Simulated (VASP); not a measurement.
# C (a cell with a defect) in VASP: further runs

Runs on C (a cell with a defect). Level: PBE. Tasks: single point.

Program: VASP 6.6.1. These are calculated values, not measurements. Logs are shortened: lines on timing, memory, paths and dates and some standing lists are left out, and cuts for length are marked.

## 1. The cell of the first run

The cell holds a defect, 29 atoms: a = 6.526 Å, b = 6.526 Å, c = 9.367 Å, α = 69.61°, β = 69.61°, γ = 60.00°.

## 2. Single point, PBE (with an interstitial atom, then relaxed in part)

INCAR reads:

```
  ALGO = Normal
  EDIFF = 1E-6
  ENCUT = 520
  GGA = PE
  ISIF = 2
  ISMEAR = 0
  LASPH = T
  LCHARG = F
  LREAL = Auto
  LWAVE = F
  NBANDS = 78
  NELM = 80
  PREC = Accurate
  SIGMA = 0.1
```

KPOINTS reads:

```
k-points
0
Gamma
  4 4 4
```

POSCAR reads:

```
C
1.0
    6.1662906811     -2.1360657508      0.0000000000
    1.2332581362     -6.4081972523      0.0000000000
    2.4665162724     -2.8480876677     -8.5756693636
C
29
Direct
    0.2506519068      0.8350594344      0.2752299088
    0.1079448438      0.5494229528      0.2746147771
   -0.0349423378      0.2636852042      0.2748379542
    0.8222543937      0.9780771119      0.2746651994
    0.6791063429      0.6923083670      0.2750407512
    0.5364636059      0.4065803198      0.2747743382
    0.3934295879      0.1205491026      0.2753978075
    0.5839959044      0.1683760720      0.2749222663
    0.4408987548      0.8824667051      0.2757368117
    0.2983177677      0.5971153722      0.2748559650
    0.1554954585      0.3112051664      0.2749418518
    0.0126733705      1.0256592295      0.2748114230
    0.8698401815      0.7399617988      0.2745706023
    0.7269829173      0.4541847917      0.2747494405
    0.2664814729      0.5647842240      0.7294543267
    0.1236564011      0.2723545018      0.7256770899
    0.9874418506     -0.0087334866      0.7204712721
    0.8427490579      0.7011300690      0.7246304004
    0.7005659930      0.4159144541      0.7235584353
    0.5549778969      0.1144605198      0.7554539951
    0.4154007536      0.8426274761      0.7263146506
    0.6064361553      0.8840890873      0.7296318205
    0.4596867479      0.6083215258      0.7263285577
    0.3005712816      0.3172213295      0.7552119088
    0.1763236744      0.0369245757      0.7234563713
    1.0334483566      0.7509741385      0.7246147325
    0.8915226148      0.4636905625      0.7203201621
    0.7515834793      0.1789229954      0.7260789395
    0.3753882920      0.1644635895      0.9097372975
```

Potentials or basis: VASP PAW PBE potentials, release 64 (C).

Launch:

```bash
> cat potpaw_PBE.64/C/POTCAR > POTCAR
> mpirun -np 1 vasp_std > vasp.out
```

OUTCAR:

```text
EDIFF = 1E-6
   ENCUT = 520
   GGA = PE
   ISIF = 2
   ISMEAR = 0
   LASPH = T
   LREAL = Auto
   NELM = 80
   PREC = Accurate

 ion  position               nearest neighbor table
   1  0.251  0.835  0.275-   9 1.42  10 1.42  12 1.42
   2  0.108  0.549  0.275-  11 1.42  13 1.42  10 1.42
   3  0.965  0.264  0.275-  12 1.42  11 1.42  14 1.42
   4  0.822  0.978  0.275-  12 1.42   8 1.42  13 1.42
   5  0.679  0.692  0.275-   9 1.42  13 1.42  14 1.42
   6  0.536  0.407  0.275-  14 1.42  10 1.42   8 1.42
[... 11 lines left out ...]
  18  0.843  0.701  0.725-  22 1.40  27 1.43  26 1.43
  19  0.701  0.416  0.724-  28 1.40  27 1.42  23 1.44
  20  0.555  0.114  0.755-  28 1.45  22 1.46  24 1.52  29 1.53
  21  0.415  0.843  0.726-  23 1.41  22 1.41  25 1.44
  22  0.606  0.884  0.730-  18 1.40  21 1.41  20 1.46
  23  0.460  0.608  0.726-  21 1.41  15 1.41  19 1.44
  24  0.301  0.317  0.755-  16 1.45  15 1.46  20 1.52  29 1.53
  25  0.176  0.037  0.723-  16 1.40  17 1.42  21 1.44
  26  0.033  0.751  0.725-  15 1.40  17 1.43  18 1.43
  27  0.892  0.464  0.720-  16 1.41  19 1.42  18 1.43
  28  0.752  0.179  0.726-  19 1.40  17 1.41  20 1.45
  29  0.375  0.164  0.910-  24 1.53  20 1.53

  LATTYP: Found a trigonal (rhomboedric) cell.
 ALAT       =     9.3668250181
 COS(alpha) =     0.7573103810

  Lattice vectors:

 A1 = (  -3.6997744087,  -0.7120219169,  -8.5756693636)
 A2 = (   1.2332581362,   3.5601095846,  -8.5756693636)
 A3 = (   2.4665162724,  -2.8480876677,  -8.5756693636)

Analysis of symmetry for initial positions (statically):
=====================================================================
 Subroutine PRICEL returns:
 Original cell was already a primitive cell.

 Routine SETGRP: Setting up the symmetry group for a
 trigonal (rhombohedral) supercell.

 Subroutine GETGRP returns: Found  1 space group operations
 (whereof  1 operations were pure point group operations)
 out of a pool of 12 trial point group operations.

The static configuration has the point symmetry C_1 .

Analysis of symmetry for dynamics (positions and initial velocities):
=====================================================================
 Subroutine PRICEL returns:
 Original cell was already a primitive cell.

 Routine SETGRP: Setting up the symmetry group for a
 trigonal (rhombohedral) supercell.

 Subroutine GETGRP returns: Found  1 space group operations
 (whereof  1 operations were pure point group operations)
 out of a pool of 12 trial point group operations.

The dynamic configuration has the point symmetry C_1 .

 Subroutine INISYM returns: Found  1 space group operations
 (whereof  1 operations are pure point group operations),
 and found     1 'primitive' translations

----------------------------------------------------------------------------------------

                                     Primitive cell

  volume of cell :     316.2749

  direct lattice vectors                    reciprocal lattice vectors
     6.166290681 -2.136065751  0.000000000     0.173755768  0.033439313  0.038869658
     1.233258136 -6.408197252  0.000000000    -0.057918589 -0.167196565  0.038869658
     2.466516272 -2.848087668 -8.575669364     0.000000000  0.000000000 -0.116608973

  length of vectors
     6.525788662  6.525788662  9.366825018     0.181163199  0.181163199  0.116608973

  position of ions in fractional coordinates (direct lattice)
     0.250651907  0.835059434  0.275229909
     0.107944844  0.549422953  0.274614777
     0.965057662  0.263685204  0.274837954
     0.822254394  0.978077112  0.274665199
     0.679106343  0.692308367  0.275040751
     0.536463606  0.406580320  0.274774338
[... 21 lines left out ...]
     0.751583479  0.178922995  0.726078939
     0.375388292  0.164463590  0.909737298

  ion indices of the primitive-cell ions
   primitive index   ion index
                 1           1
                 2           2
                 3           3
                 4           4
                 5           5
                 6           6
[... 21 lines left out ...]
                28          28
                29          29

----------------------------------------------------------------------------------------

 KPOINTS: k-points

Automatic generation of k-mesh.
 Grid dimensions read from file:
 generate k-points for:    4    4    4

 Generating k-lattice:

  Cartesian coordinates                     Fractional coordinates (reciprocal lattice)
     0.043438942  0.008359828  0.009717414     0.250000000  0.000000000  0.000000000
    -0.014479647 -0.041799141  0.009717414     0.000000000  0.250000000 -0.000000000
     0.000000000  0.000000000 -0.029152243     0.000000000  0.000000000  0.250000000

  Length of vectors
     0.045290800  0.045290800  0.029152243

  Shift w.r.t. Gamma in fractional coordinates (k-lattice)
     0.000000000  0.000000000  0.000000000

 Subroutine IBZKPT returns following result:
 ===========================================

[... 35 lines left out ...]
   NSW    =      0    number of steps for IOM
   IBRION =     -1    ionic relax: 0-MD 1-quasi-New 2-CG
   NFREE  =      0    steps in history (QN), initial steepest desc. (CG)
   ISIF   =      2    stress and relaxation
   ISYM   =      2    0-nonsym 1-usesym 2-fastsym
   POTIM  = 0.5000    time-step for ionic-motion
   TEBEG  =    0.0;   TEEND  =   0.0 temperature during run
   PSTRESS=    0.0 pullay stress
   NELECT =     116.0000    total number of electrons
   NUPDOWN=      -1.0000    fix difference up-down
   EMIN   =  10.00;   EMAX   =-10.00  energy-range for DOS
   EFERMI =   0.00;   METHOD = LEGACY
   ISMEAR =     0;   SIGMA  =   0.10  broadening in eV -4-tet -1-fermi 0-gaus
   EFERMI_NEDOS =   21; number of points for ismear=-14 and -15
   IALGO  =     38    algorithm
   IMIX   =      4    mixing-type and parameters
     AMIX     =   0.40;   BMIX     =  1.00
     AMIX_MAG =   1.60;   BMIX_MAG =  1.00
  volume/ion in A,a.u.               =      10.91        73.60
  Fermi-wavevector in a.u.,A,eV,Ry     =   1.171852  2.214478 18.684011  1.373236
  Thomas-Fermi vector in A             =   2.308289
   LORBIT       =      0    0 simple, 1 ext, 2 COOP (PROOUT), +10 PAW based schemes
   GGA     = PE    functional components
   LHFCALC =     F    Hartree Fock is set to
   AEXX    =    0.0000 exact exchange contribution
   IVDW    =     0    specifies the selected vdW correction
   LEPSILON=     F    determine dielectric tensor
   LRPA    =     F    only Hartree local field effects (RPA)
 non-spin polarized calculation
 Gauss-broadening in eV      SIGMA  =   0.10
  energy-cutoff  :      520.00
  volume of cell :      316.27
 maximum number of plane-waves:      8542
 NGX is ok and might be reduce to    50
   NGX = 25   NGY = 25   NGZ = 35

 number of electron     116.0000000 magnetization

 Free energy of the ion-electron system (eV)
  ---------------------------------------------------
  ext. energy  EPLUGINS =         0.00000000
  ---------------------------------------------------
  free energy    TOTEN  =      -261.19379945 eV

  energy without entropy =     -261.18151083  energy(sigma->0) =     -261.18765514

 E-fermi :   2.5152     XC(G=0):  -8.9124

 val. band max:        2.4821574379   @ k =   0.5000   0.2500   0.0000
 cond. band min:       2.7214080085   @ k =  -0.2500   0.5000   0.2500
 fundamental gap:      0.2392505706
 Fermi energy:         2.5152366707

 k-point     1 :       0.0000    0.0000    0.0000
  band No.  band energies     occupation
      1     -17.3005      2.00000
      2     -16.3638      2.00000
      3     -15.0900      2.00000
      4     -13.7186      2.00000
      5     -13.6855      2.00000
      6     -13.6187      2.00000
[... 62 lines left out ...]
     69       7.1635      0.00000
     70       7.1768      0.00000

 k-point     2 :       0.2500    0.0000    0.0000
  band No.  band energies     occupation
      1     -17.1298      2.00000
      2     -16.1533      2.00000
      3     -15.5392      2.00000
      4     -14.6210      2.00000
      5     -14.4855      2.00000
      6     -14.2207      2.00000
[... 1598 lines left out ...]
 k-point    24 :       0.5000    0.0000    0.2500
  band No.  band energies     occupation
      1     -16.8339      2.00000
      2     -16.0814      2.00000
      3     -15.5301      2.00000
      4     -15.5179      2.00000
      5     -14.8931      2.00000
      6     -14.4216      2.00000
[... 62 lines left out ...]
     69       8.3017      0.00000
     70       8.4264      0.00000

 [... further k-points ...]

 [bands above 70 left out]

------------------------ aborting loop because EDIFF is reached ----------------------------------------

  FORCE on cell =-STRESS in cart. coord.  units (eV):
  Direction    XX          YY          ZZ          XY          YZ          ZX
  --------------------------------------------------------------------------------------
  -------------------------------------------------------------------------------------
  Total        5.9567805      5.8615870      0.9888716     -0.8650170     -0.0511179     -0.1309575
  in kB       30.1757110     29.6934820      5.0094011     -4.3819818     -0.2589516     -0.6634011
  external PRESSURE =      21.6261980 kB  Pullay stress =       0.0000000 kB

 VOLUME and BASIS-vectors are now :
 -----------------------------------------------------------------------------
  energy-cutoff  :      520.00
  volume of cell :      316.27
      direct lattice vectors                 reciprocal lattice vectors
     6.166290681 -2.136065751  0.000000000     0.173755768  0.033439313  0.038869658
     1.233258136 -6.408197252  0.000000000    -0.057918589 -0.167196565  0.038869658
     2.466516272 -2.848087668 -8.575669364     0.000000000  0.000000000 -0.116608973

 POSITION                                       TOTAL-FORCE (eV/Angst)
 -----------------------------------------------------------------------------------
      3.25430     -6.67051     -2.36028         0.007651     -0.007494      0.002944
      2.02054     -4.53351     -2.35501        -0.003839      0.000413     -0.001983
      6.95391     -4.53394     -2.35692        -0.005515     -0.000802     -0.002398
      6.95395     -8.80637     -2.35544        -0.004608      0.006846      0.004495
      5.71975     -6.67040     -2.35866        -0.000023     -0.007606     -0.003828
      4.48714     -4.53395     -2.35637        -0.002213      0.005330      0.002300
[... 21 lines left out ...]
      6.64603     -4.81994     -6.22661        -0.000211      0.004808      0.006009
      4.76146     -4.44678     -7.80161         0.005403     -0.004391     -0.087290
 -----------------------------------------------------------------------------------
    total drift:                                0.002595     -0.023164      0.018331

  FREE ENERGIE OF THE ION-ELECTRON SYSTEM (eV)
  ---------------------------------------------------
  free  energy   TOTEN  =      -261.1937994510 eV

  energy  without entropy=     -261.1815108267  energy(sigma->0) =     -261.18765514
```

Run time: 17 min. Hardware: 1 thread of Intel Xeon 6975P-C (Granite Rapids), shared host; peak memory 0.72 GiB.

Results:

```
Free energy            : -261.1938 eV
Pressure               : 2.2 GPa
Largest force          : 0.088 eV/Å
Band gap on the k mesh : zero (bands 58 and 59 overlap by 0.04 eV)
```

Forces on the atoms (eV/Å):
```
C    0.008 -0.007  0.003
C   -0.004  0.000 -0.002
C   -0.006 -0.001 -0.002
C   -0.005  0.007  0.004
C    0.000 -0.008 -0.004
C   -0.002  0.005  0.002
C   -0.003 -0.001  0.001
C   -0.007 -0.009 -0.002
C    0.000  0.004  0.002
C   -0.001  0.001  0.007
C    0.003 -0.001  0.000
C    0.012  0.006  0.004
C    0.002 -0.002  0.001
C    0.002 -0.001  0.000
C    0.004  0.029 -0.005
C    0.019 -0.015 -0.001
C   -0.016  0.009  0.006
C    0.010  0.008 -0.003
C    0.000 -0.005  0.000
C    0.031  0.006  0.012
C    0.003 -0.011 -0.004
C   -0.017  0.000  0.004
C   -0.002  0.007 -0.001
C   -0.035 -0.027  0.041
C    0.008  0.001  0.005
C   -0.006 -0.006  0.005
C   -0.004  0.010  0.007
C    0.000  0.005  0.006
C    0.005 -0.004 -0.087
```

Levels at points of the mesh, in eV from the Fermi level:
```
           k point  band 54  band 55  band 56  band 57  band 58  band 59  band 60  band 61  band 62  band 63
(0.00, 0.00, 0.00)    -2.79    -2.41    -2.41    -1.76    -0.58     0.52     2.65     4.11     4.13     4.14
(0.50, 0.00, 0.00)    -1.69    -1.41    -0.96    -0.94    -0.03     0.68     0.78     1.86     2.09     2.12
(0.00, 0.50, 0.00)    -1.56    -1.40    -0.96    -0.94    -0.71     0.54     1.42     1.68     2.09     2.11
(0.50, 0.50, 0.50)    -1.70    -1.30    -0.98    -0.95    -0.61    -0.07     1.32     2.08     2.11     2.28
(0.50, 0.50, 0.00)    -1.70    -1.34    -1.00    -0.93    -0.60    -0.07     1.32     2.09     2.11     2.28
(0.00, 0.50, 0.50)    -1.54    -1.42    -0.98    -0.95    -0.70     0.54     1.41     1.68     2.10     2.12
(0.50, 0.00, 0.50)    -1.71    -1.40    -0.98    -0.95    -0.05     0.70     0.78     1.82     2.11     2.14
(0.00, 0.00, 0.50)    -2.79    -2.41    -2.41    -1.80    -0.59     0.50     2.63     4.14     4.16     4.18
```

Caveat: the cell differs from its parent crystal (with an interstitial atom, then relaxed in part).

## 3. Single point, PBE

INCAR reads:

```
SYSTEM = C
PREC     = Accurate       ! precision mode
ENCUT    = 520            ! plane-wave cutoff, eV
EDIFF    = 1E-6           ! SCF threshold, eV
ISMEAR   = 0              ! smearing method
SIGMA    = 0.1            ! smearing width, eV
LREAL    = Auto         
LASPH    = .True.         ! aspherical terms in the spheres
NELM     = 100            ! most SCF steps
ALGO     = Normal         ! electronic algorithm
ISIF     = 2              ! what is computed and relaxed
LWAVE    = .False.        ! write WAVECAR
LCHARG   = .False.        ! write CHGCAR
GGA      = PE             ! functional
NBANDS   = 78             ! bands
```

KPOINTS reads:

```
regular mesh
0
Gamma
  4 4 4
  0 0 0
```

POSCAR reads:

```
C
1.0
   -4.9330325265     -4.2721314856      0.0000000000
    1.2332581316     -6.4081972285      0.0000000000
   -1.2332581316     -3.5601095714      8.5756686354
C
29
Direct
    0.8440156304      0.9912822994      0.7392729675
    0.9870411492      0.5628662078      0.7386752298
    0.5583362660      0.8483792376      0.7391790972
    0.7016869761      0.4204247736      0.7377568175
    0.2727226825      0.7056180515      0.7391253405
    0.4155174807      0.2771108807      0.7391015522
    0.1298319960      0.1345183024      0.7386696326
    0.5110441827      0.6581275600      0.7384387468
    0.6537777187      0.2297179543      0.7386375651
    0.2249363018      0.5151753361      0.7391113474
    0.3678717145      0.0865413113      0.7391628886
    0.9396635564      0.3727770360      0.7378758752
    0.0821335421      0.9437128159      0.7392151294
    0.7964009492      0.8007202465      0.7393253249
    0.9061887683      0.0534356319      0.2900473544
    0.0422779016      0.6306978261      0.2958561143
    0.6145001708      0.9160039785      0.2895987597
    0.7632363103      0.4921813855      0.2870065420
    0.3291424488      0.7716396082      0.2926568302
    0.4746214229      0.3565370514      0.2609302079
    0.1870893444      0.2000904440      0.2914931892
    0.5701299690      0.7258717513      0.2898740735
    0.7291609975      0.3047463007      0.2609380207
    0.2779745464      0.5880128120      0.2905183381
    0.4235278085      0.1517549155      0.2863176161
   -0.0036132444      0.4405207326      0.2917167286
    0.1383154662      0.0071518662      0.2956480839
    0.8535211331      0.8683803848      0.2924591780
    0.6525183985      0.3853673605      0.1066645691
```

Potentials or basis: VASP PAW PBE potentials, release 64 (C).

Launch:

```bash
> cat potpaw_PBE.64/C/POTCAR > POTCAR
> mpirun -np 1 vasp_std > vasp.out
```

Run time: 40 min. Hardware: 1 thread of Oxide Virtual Turin-like, shared host; peak memory 0.7 GiB.

It converged, with:

* Free energy: -261.1849 eV
* Pressure: 2.2 GPa
* Largest force: 0.096 eV/Å
* Band gap on the k mesh: zero (bands 58 and 59 overlap by 0.05 eV)

Forces on the atoms (eV/Å):
```
C    0.000  0.002  0.004
C    0.004  0.000  0.001
C   -0.007  0.004 -0.002
C   -0.003 -0.003  0.002
C   -0.003  0.003  0.003
C    0.000 -0.004 -0.001
C    0.006 -0.005 -0.002
C    0.007  0.001 -0.002
C   -0.008  0.002 -0.003
C   -0.003 -0.002  0.001
C    0.001  0.007  0.002
C    0.001  0.005  0.000
C    0.001  0.004  0.001
C    0.000  0.000 -0.001
C    0.017 -0.002  0.002
C   -0.003  0.005  0.006
C   -0.003 -0.008 -0.002
C    0.007  0.001  0.003
C   -0.004 -0.006  0.000
C    0.034  0.018  0.033
C    0.008 -0.002  0.003
C   -0.002  0.006  0.002
C   -0.037 -0.021  0.038
C   -0.005  0.000  0.000
C    0.001 -0.009  0.004
C   -0.005  0.005 -0.004
C   -0.005 -0.001  0.006
C    0.001 -0.002  0.001
C   -0.002  0.002 -0.095
```

Stress tensor (GPa, compression positive):
```
 2.97 -0.42  0.02
-0.42  2.99 -0.09
 0.02 -0.09  0.55
```

Levels at points of the mesh, in eV from the Fermi level:
| k point | band 54 | band 55 | band 56 | band 57 | band 58 | band 59 | band 60 | band 61 | band 62 | band 63 |
| --- | --- | --- | --- | --- | --- | --- | --- | --- | --- | --- |
| (0.00, 0.00, 0.00) | -2.79 | -2.40 | -2.39 | -1.75 | -0.57 | 0.52 | 2.66 | 4.13 | 4.13 | 4.14 |
| (0.50, 0.00, 0.00) | -1.68 | -1.41 | -0.96 | -0.92 | -0.05 | 0.69 | 0.79 | 1.85 | 2.12 | 2.13 |
| (0.00, 0.50, 0.00) | -1.73 | -1.32 | -0.97 | -0.91 | -0.58 | -0.06 | 1.32 | 2.09 | 2.12 | 2.32 |
| (0.50, 0.50, 0.50) | -1.55 | -1.40 | -0.95 | -0.94 | -0.71 | 0.54 | 1.42 | 1.69 | 2.11 | 2.12 |
| (0.50, 0.50, 0.00) | -1.53 | -1.43 | -0.97 | -0.93 | -0.69 | 0.53 | 1.41 | 1.69 | 2.11 | 2.14 |
| (0.00, 0.50, 0.50) | -1.72 | -1.33 | -0.98 | -0.92 | -0.57 | -0.08 | 1.32 | 2.10 | 2.12 | 2.33 |
| (0.50, 0.00, 0.50) | -1.63 | -1.40 | -0.97 | -0.93 | -0.04 | 0.70 | 0.79 | 1.80 | 2.13 | 2.16 |
| (0.00, 0.00, 0.50) | -2.78 | -2.40 | -2.39 | -1.79 | -0.59 | 0.51 | 2.63 | 4.14 | 4.16 | 4.18 |

The gap in the log of VASP goes by the Fermi energy; the results here count the filled bands.